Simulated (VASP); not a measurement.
The system is Li3SeF.

```
CELL_PARAMETERS angstrom
5.60340 0.00000 0.00000
-2.80170 4.85269 0.00000
0.00000 0.00000 4.70686
ATOMIC_POSITIONS crystal
Li 0.83333 0.66667 0.75000
Li 0.33333 0.16667 0.75000
Li 0.83333 0.16667 0.75000
Li 0.16667 0.33333 0.25000
Li 0.66667 0.83333 0.25000
Li 0.16667 0.83333 0.25000
Se 0.33333 0.66667 0.75000
Se 0.66667 0.33333 0.25000
F 0.00000 0.00000 0.00000
F 0.00000 0.00000 0.50000
```

```yaml
Program: VASP 6.6.1
Task: relaxation of cell and atoms
Functional: PBE
Potentials_or_basis: VASP PAW PBE potentials, release 64 (Li_sv, Se, F)
Cutoff: 600 eV
k_mesh: 6 × 6 × 6
Occupations: gaussian, width 0.02 eV
Spin: no spin polarisation
```

At the start: pressure 0.8 GPa; volume 12.80 Å³/atom.

Task: Where does the relaxation end?

Result: Over 5 steps the energy falls by 9.0 meV/atom and the volume is 13.20 Å³/atom (+3.1 %); space group P6_3/mmc (No. 194, to 0.1 Å) before and after.

Step by step:
```csv
step,energy change (eV),largest force (eV/Å),pressure (GPa),volume (Å³)
1,0.0000,0.3678,0.76,127.99
2,-0.0444,0.2589,0.51,129.12
3,-0.0898,0.0010,0.02,131.83
4,-0.0899,0.0128,0.00,131.96
5,-0.0902,0.0047,-0.02,131.97
```

Final structure:
```
CELL_PARAMETERS angstrom
5.60904 0.00000 0.00000
-2.80452 4.85757 0.00000
0.00000 0.00000 4.84372
ATOMIC_POSITIONS crystal
Li 0.83966 0.67932 0.75000
Li 0.32068 0.16034 0.75000
Li 0.83966 0.16034 0.75000
Li 0.16034 0.32068 0.25000
Li 0.67932 0.83966 0.25000
Li 0.16034 0.83966 0.25000
Se 0.33333 0.66667 0.75000
Se 0.66667 0.33333 0.25000
F 0.00000 0.00000 0.00000
F 0.00000 0.00000 0.50000
```

Caveat: the cutoff is under 1.25 times the usual one of these potentials, so pressure, stress and relaxed cells hold a basis-set (Pulay) error.
